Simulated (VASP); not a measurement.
# SiO2 (Pmma) in VASP: further runs

The runs below take SiO2 through electric field gradients, with PBE, r2SCAN.

Everything below comes from runs of VASP 6.6.1. Logs are shortened: lines on timing, memory, paths and dates and some standing lists are left out, and cuts for length are marked.

### Step 1. The cell of the first run

Symmetry: Pmma, No. 51, orthorhombic system. Conventional cell: a = 5.238 Å, b = 7.441 Å, c = 8.123 Å, α = 90.00°, β = 90.00°, γ = 90.00°. Within 2.1 Å of Si (site symmetry m) lie 4 O at 1.60 to 1.61 Å. Within 2.1 Å of Si (site symmetry mm2) lie 4 O at 1.60 to 1.61 Å. Within 2.1 Å of O (site symmetry 2) lie 2 Si at 1.61 Å. O (site symmetry mm2) has 2 Si at 1.61 Å within 2.1 Å. Within 2.1 Å of O (site symmetry m) lie 2 Si at 1.60 to 1.61 Å. O (site symmetry 2/m) has 2 Si at 1.60 Å within 2.1 Å.

### Step 2. Electric field gradients, PBE

File INCAR:

```
SYSTEM = SiO2
PREC = Accurate ; ENCUT = 520
EDIFF = 1E-8 ; ISMEAR = -1
SIGMA = 0.02 ; LREAL = Auto
LASPH = .True. ; NELM = 60
ALGO = Normal ; ISIF = 2
LWAVE = .False. ; LCHARG = .False.
GGA = PE ; LEFG = .True.
NBANDS = 63
```

File KPOINTS:

```
Automatic mesh
0
Gamma
  4 3 3
  0 0 0
```

File POSCAR:

```
SiO2
1.0
    5.2382746100      0.0000000000      0.0000000000
    0.0000000000      7.4405844800      0.0000000000
    0.0000000000      0.0000000000      8.1228630600
Si O
6 12
Direct
    0.2500000000      0.2113497400      0.1052556900
    0.7500000000      0.7886502600      0.8947443100
    0.7500000000      0.2113497400      0.8947443100
    0.2500000000      0.7886502600      0.1052556900
    0.2500000000      0.5000000000      0.3868849600
    0.7500000000      0.5000000000      0.6131150400
    0.0000000000      0.2626614600      0.0000000000
    0.5000000000      0.7373385400      0.0000000000
    0.0000000000      0.7373385400      0.0000000000
    0.5000000000      0.2626614600      0.0000000000
    0.2500000000      0.0000000000      0.1482779200
    0.7500000000      0.0000000000      0.8517220800
    0.2500000000      0.3218798500      0.2744145200
    0.7500000000      0.6781201500      0.7255854800
    0.7500000000      0.3218798500      0.7255854800
    0.2500000000      0.6781201500      0.2744145200
    0.5000000000      0.5000000000      0.5000000000
    0.0000000000      0.5000000000      0.5000000000
```

Potentials or basis: VASP PAW PBE potentials, release 64 (Si, O).

Command:

```
$ cat potpaw_PBE.64/Si/POTCAR potpaw_PBE.64/O/POTCAR > POTCAR
$ mpirun -np 1 vasp_std > vasp.out
```

OUTCAR:

```text
SYSTEM = SiO2
   PREC = Accurate
   ENCUT = 520
   EDIFF = 1E-8
   ISMEAR = -1
   LREAL = Auto
   LASPH = .True.
   NELM = 60
   ISIF = 2
   GGA = PE

 ion  position               nearest neighbor table
   1  0.250  0.211  0.105-  13 1.60  10 1.61   7 1.61  11 1.61   3 3.13   3 3.13   5 3.14   4 3.15

   2  0.750  0.789  0.895-  14 1.60   9 1.61   8 1.61  12 1.61   4 3.13   4 3.13   6 3.14   3 3.15

   3  0.750  0.211  0.895-  15 1.60  10 1.61   7 1.61  12 1.61   1 3.13   1 3.13   6 3.14   2 3.15

   4  0.250  0.789  0.105-  16 1.60   9 1.61   8 1.61  11 1.61   2 3.13   2 3.13   5 3.14   1 3.15

   5  0.250  0.500  0.387-  17 1.60  18 1.60  13 1.61  16 1.61   1 3.14   4 3.14
   6  0.750  0.500  0.613-  17 1.60  18 1.60  14 1.61  15 1.61   2 3.14   3 3.14
   7  0.000  0.263  0.000-   1 1.61   3 1.61
   8  0.500  0.737  0.000-   2 1.61   4 1.61
   9  0.000  0.737  0.000-   2 1.61   4 1.61
  10  0.500  0.263  0.000-   1 1.61   3 1.61
  11  0.250  0.000  0.148-   1 1.61   4 1.61
  12  0.750  0.000  0.852-   2 1.61   3 1.61
  13  0.250  0.322  0.274-   1 1.60   5 1.61
  14  0.750  0.678  0.726-   2 1.60   6 1.61
  15  0.750  0.322  0.726-   3 1.60   6 1.61
  16  0.250  0.678  0.274-   4 1.60   5 1.61
  17  0.500  0.500  0.500-   5 1.60   6 1.60
  18  0.000  0.500  0.500-   5 1.60   6 1.60

  LATTYP: Found a simple orthorhombic cell.
 ALAT       =     5.2382746100
 B/A-ratio  =     1.4204265782
 C/A-ratio  =     1.5506753015

  Lattice vectors:

 A1 = (   5.2382746100,   0.0000000000,   0.0000000000)
 A2 = (   0.0000000000,   7.4405844800,   0.0000000000)
 A3 = (   0.0000000000,   0.0000000000,   8.1228630600)

Analysis of symmetry for initial positions (statically):
=====================================================================
 Subroutine PRICEL returns:
 Original cell was already a primitive cell.

 Routine SETGRP: Setting up the symmetry group for a
 simple orthorhombic supercell.

 Subroutine GETGRP returns: Found  8 space group operations
 (whereof  4 operations were pure point group operations)
 out of a pool of  8 trial point group operations.

The static configuration has the point symmetry C_2h.
 The point group associated with its full space group is D_2h.

Analysis of symmetry for dynamics (positions and initial velocities):
=====================================================================
 Subroutine PRICEL returns:
 Original cell was already a primitive cell.

 Routine SETGRP: Setting up the symmetry group for a
 simple orthorhombic supercell.

 Subroutine GETGRP returns: Found  8 space group operations
 (whereof  4 operations were pure point group operations)
 out of a pool of  8 trial point group operations.

The dynamic configuration has the point symmetry C_2h.
 The point group associated with its full space group is D_2h.

 Subroutine INISYM returns: Found  8 space group operations
 (whereof  4 operations are pure point group operations),
 and found     1 'primitive' translations

----------------------------------------------------------------------------------------

                                     Primitive cell

  volume of cell :     316.5953

  direct lattice vectors                    reciprocal lattice vectors
     5.238274610  0.000000000  0.000000000     0.190902554  0.000000000  0.000000000
     0.000000000  7.440584480  0.000000000     0.000000000  0.134398044  0.000000000
     0.000000000  0.000000000  8.122863060     0.000000000  0.000000000  0.123109302

  length of vectors
     5.238274610  7.440584480  8.122863060     0.190902554  0.134398044  0.123109302

  position of ions in fractional coordinates (direct lattice)
     0.250000000  0.211349740  0.105255690
     0.750000000  0.788650260  0.894744310
     0.750000000  0.211349740  0.894744310
     0.250000000  0.788650260  0.105255690
     0.250000000  0.500000000  0.386884960
     0.750000000  0.500000000  0.613115040
[... 10 lines left out ...]
     0.500000000  0.500000000  0.500000000
     0.000000000  0.500000000  0.500000000

  ion indices of the primitive-cell ions
   primitive index   ion index
                 1           1
                 2           2
                 3           3
[... 52 lines left out ...]
  0.500000  0.000000  0.333333      2.000000
  0.000000  0.333333  0.333333      4.000000
  0.250000  0.333333  0.333333      8.000000
  0.500000  0.333333  0.333333      4.000000
   k-points           NKPTS =     12   k-points in BZ     NKDIM =     12   number of bands    NBANDS=     63
   number of dos      NEDOS =    301   number of ions     NIONS =     18
   total plane-waves  NPLWV = 134400
   dimension x,y,z NGX =    40 NGY =   56 NGZ =   60
   dimension x,y,z NGXF=    80 NGYF=  112 NGZF=  120
   ions per type =               6  12
   NGX,Y,Z   is equivalent  to a cutoff of  12.69, 12.51, 12.28 a.u.
   NGXF,Y,Z  is equivalent  to a cutoff of  25.39, 25.02, 24.56 a.u.
 SYSTEM =  SiO2
   PREC   = accura    normal or accurate (medium, high low for compatibility)
   ISTART =      0    job   : 0-new  1-cont  2-samecut
   ICHARG =      2    charge: 1-file 2-atom 10-const
   ISPIN  =      1    spin polarized calculation?
   LNONCOLLINEAR =      F non collinear calculations
   LSORBIT =      F    spin-orbit coupling
   LASPH  =      T    aspherical Exc in radial PAW
   ENCUT  =  520.0 eV  38.22 Ry    6.18 a.u.   9.74 13.83 15.10*2*pi/ulx,y,z
   NELM   =     60;   NELMIN=  2; NELMDL= -5     # of ELM steps
   EDIFF  = 0.1E-07   stopping-criterion for ELM
   LREAL  =      T    real-space projection
   EDIFFG = 0.1E-06   stopping-criterion for IOM
   NSW    =      0    number of steps for IOM
   IBRION =     -1    ionic relax: 0-MD 1-quasi-New 2-CG
   NFREE  =      0    steps in history (QN), initial steepest desc. (CG)
   ISIF   =      2    stress and relaxation
   ISYM   =      2    0-nonsym 1-usesym 2-fastsym
   POTIM  = 0.5000    time-step for ionic-motion
   TEBEG  =    0.0;   TEEND  =   0.0 temperature during run
   PSTRESS=    0.0 pullay stress
   NELECT =      96.0000    total number of electrons
   NUPDOWN=      -1.0000    fix difference up-down
   EMIN   =  10.00;   EMAX   =-10.00  energy-range for DOS
   EFERMI =   0.00;   METHOD = LEGACY
   ISMEAR =    -1;   SIGMA  =   0.02  broadening in eV -4-tet -1-fermi 0-gaus
   EFERMI_NEDOS =   21; number of points for ismear=-14 and -15
   IALGO  =     38    algorithm
   IMIX   =      4    mixing-type and parameters
     AMIX     =   0.40;   BMIX     =  1.00
     AMIX_MAG =   1.60;   BMIX_MAG =  1.00
  volume/ion in A,a.u.               =      17.59       118.69
  Fermi-wavevector in a.u.,A,eV,Ry     =   1.099842  2.078401 16.458330  1.209653
  Thomas-Fermi vector in A             =   2.236244
   LORBIT       =      0    0 simple, 1 ext, 2 COOP (PROOUT), +10 PAW based schemes
   GGA     = PE    functional components
   LHFCALC =     F    Hartree Fock is set to
   AEXX    =    0.0000 exact exchange contribution
   IVDW    =     0    specifies the selected vdW correction
   LEPSILON=     F    determine dielectric tensor
   LRPA    =     F    only Hartree local field effects (RPA)
 non-spin polarized calculation
  energy-cutoff  :      520.00
  volume of cell :      316.60
 maximum number of plane-waves:      8560
 NGX is ok and might be reduce to    40
   NGX = 19   NGY = 27   NGZ = 31

 number of electron      95.9999972 magnetization

 Free energy of the ion-electron system (eV)
  ---------------------------------------------------
  ext. energy  EPLUGINS =         0.00000000
  ---------------------------------------------------
  free energy    TOTEN  =      -142.19992437 eV

  energy without entropy =     -142.19992437  energy(sigma->0) =     -142.19992437

 E-fermi :  -0.7245     XC(G=0):  -7.2582

 val. band max:       -1.1581560756   @ k =   0.0000   0.0000   0.0000
 cond. band min:       4.3501098188   @ k =   0.0000   0.0000   0.0000
 fundamental gap:      5.5082658944
 Fermi energy:        -0.7245072267

 k-point     1 :       0.0000    0.0000    0.0000
  band No.  band energies     occupation
      1     -20.6930      2.00000
      2     -20.0298      2.00000
      3     -20.0200      2.00000
      4     -19.7936      2.00000
      5     -18.9818      2.00000
      6     -18.9543      2.00000
[... 745 lines left out ...]
     59       8.9574      0.00000
     60       8.9574      0.00000
 [bands above 60 left out]

------------------------ aborting loop because EDIFF is reached ----------------------------------------

  FORCE on cell =-STRESS in cart. coord.  units (eV):
  Direction    XX          YY          ZZ          XY          YZ          ZX
  --------------------------------------------------------------------------------------
  -------------------------------------------------------------------------------------
  Total        7.3406236      7.4741189      7.3498811      0.0000000      0.0000000      0.0000000
  in kB       37.1483129     37.8238852     37.1951615      0.0000000      0.0000000      0.0000000
  external PRESSURE =      37.3891198 kB  Pullay stress =       0.0000000 kB

 VOLUME and BASIS-vectors are now :
 -----------------------------------------------------------------------------
  energy-cutoff  :      520.00
  volume of cell :      316.60
      direct lattice vectors                 reciprocal lattice vectors
     5.238274610  0.000000000  0.000000000     0.190902554  0.000000000  0.000000000
     0.000000000  7.440584480  0.000000000     0.000000000  0.134398044  0.000000000
     0.000000000  0.000000000  8.122863060     0.000000000  0.000000000  0.123109302

 POSITION                                       TOTAL-FORCE (eV/Angst)
 -----------------------------------------------------------------------------------
      1.30957      1.57257      0.85498        -0.000000     -0.053207     -0.022695
      3.92871      5.86802      7.26789        -0.000000      0.053207      0.022695
      3.92871      1.57257      7.26789        -0.000000     -0.053207      0.022695
      1.30957      5.86802      0.85498        -0.000000      0.053207     -0.022695
      1.30957      3.72029      3.14261        -0.000000      0.000000     -0.037172
      3.92871      3.72029      4.98025        -0.000000     -0.000000      0.037172
[... 10 lines left out ...]
      2.61914      3.72029      4.06143        -0.000000      0.000000     -0.000000
      0.00000      3.72029      4.06143        -0.000000      0.000000     -0.000000
 -----------------------------------------------------------------------------------
    total drift:                                0.000000      0.000000     -0.000000

  FREE ENERGIE OF THE ION-ELECTRON SYSTEM (eV)
  ---------------------------------------------------
  free  energy   TOTEN  =      -142.1999243733 eV

  energy  without entropy=     -142.1999243733  energy(sigma->0) =     -142.19992437

 Electric field gradients (V/A^2)
---------------------------------------------------------------------
 ion       V_xx      V_yy      V_zz      V_xy      V_xz      V_yz
---------------------------------------------------------------------
   1      -1.569     1.059     0.511     0.000    -0.000    -8.026
   2      -1.569     1.059     0.511     0.000     0.000    -8.026
   3      -1.569     1.059     0.511    -0.000     0.000     8.026
   4      -1.569     1.059     0.511    -0.000    -0.000     8.026
   5      -1.726     5.130    -3.404    -0.000    -0.000    -0.000
   6      -1.726     5.130    -3.404     0.000    -0.000    -0.000
[... 10 lines left out ...]
  17      50.415   -49.598    -0.817     0.000    68.700    -0.000
  18      50.415   -49.598    -0.817    -0.000   -68.700    -0.000
---------------------------------------------------------------------

 Electric field gradients after diagonalization (V/A^2)
 (convention: |V_zz| > |V_xx| > |V_yy|)
----------------------------------------------------------------------
 ion       V_xx      V_yy      V_zz     asymmetry (V_yy - V_xx)/ V_zz
----------------------------------------------------------------------
   1      -7.246    -1.569     8.816       0.644
   2      -7.246    -1.569     8.816       0.644
   3      -7.246    -1.569     8.816       0.644
   4      -7.246    -1.569     8.816       0.644
   5      -3.404    -1.726     5.130       0.327
   6      -3.404    -1.726     5.130       0.327
[... 10 lines left out ...]
  17     -49.598   -48.522    98.119       0.011
  18     -49.598   -48.522    98.119       0.011
----------------------------------------------------------------------

           NMR quadrupolar parameters

 Cq : quadrupolar parameter    Cq=e*Q*V_zz/h
 eta: asymmetry parameters     (V_yy - V_xx)/ V_zz
 Q  : nuclear electric quadrupole moment in mb (millibarn)
----------------------------------------------------------------------
 ion       Cq(MHz)       eta       Q (mb)
----------------------------------------------------------------------
   1       0.021       0.644       1.000
   2       0.021       0.644       1.000
   3       0.021       0.644       1.000
   4       0.021       0.644       1.000
   5       0.012       0.327       1.000
   6       0.012       0.327       1.000
[... 10 lines left out ...]
  17       0.237       0.011       1.000
  18       0.237       0.011       1.000
----------------------------------------------------------------------
```

Run time: 2.6 min. Hardware: 1 thread of Intel Xeon 6975P-C (Granite Rapids), shared host; peak memory 0.43 GiB.

Results:

- Free energy: -142.1999 eV
- Pressure: 3.7 GPa
- Largest force: 0.274 eV/Å
- Band gap on the k mesh: 5.51 eV
- Largest electric field gradient by atom: Si +8.8, +5.1 (each value once); O +91.4, +91.8, +93.6, +98.1 (each value once) V/Å²

Forces on the atoms (eV/Å):
```
Si   0.000 -0.053 -0.023
Si   0.000  0.053  0.023
Si   0.000 -0.053  0.023
Si   0.000  0.053 -0.023
Si   0.000  0.000 -0.037
Si   0.000  0.000  0.037
O    0.000  0.249  0.000
O    0.000 -0.249  0.000
O    0.000 -0.249  0.000
O    0.000  0.249  0.000
O    0.000  0.000  0.274
O    0.000  0.000 -0.274
O    0.000 -0.165  0.180
O    0.000  0.165 -0.180
O    0.000 -0.165 -0.180
O    0.000  0.165  0.180
O    0.000  0.000  0.000
O    0.000  0.000  0.000
```

Electric field gradients, principal values (V/Å²):
| atom | least | middle | greatest (by size) |
| --- | --- | --- | --- |
| 1 Si | -1.569 | -7.246 | 8.816 |
| 2 Si | -1.569 | -7.246 | 8.816 |
| 3 Si | -1.569 | -7.246 | 8.816 |
| 4 Si | -1.569 | -7.246 | 8.816 |
| 5 Si | -1.726 | -3.404 | 5.130 |
| 6 Si | -1.726 | -3.404 | 5.130 |
| 7 O | -40.183 | -51.257 | 91.440 |
| 8 O | -40.183 | -51.257 | 91.440 |
| 9 O | -40.183 | -51.257 | 91.440 |
| 10 O | -40.183 | -51.257 | 91.440 |
| 11 O | -41.739 | -50.101 | 91.840 |
| 12 O | -41.739 | -50.101 | 91.840 |
| 13 O | -41.508 | -52.078 | 93.586 |
| 14 O | -41.508 | -52.078 | 93.586 |
| 15 O | -41.508 | -52.078 | 93.586 |
| 16 O | -41.508 | -52.078 | 93.586 |
| 17 O | -48.522 | -49.598 | 98.119 |
| 18 O | -48.522 | -49.598 | 98.119 |

Caveat: the cell stands under pressure; without QUAD_EFG the Cq values of the log hold for a quadrupole moment of 1 mb, not for the nuclei. A k mesh can miss the band edges.

[end of part 1 of 2]
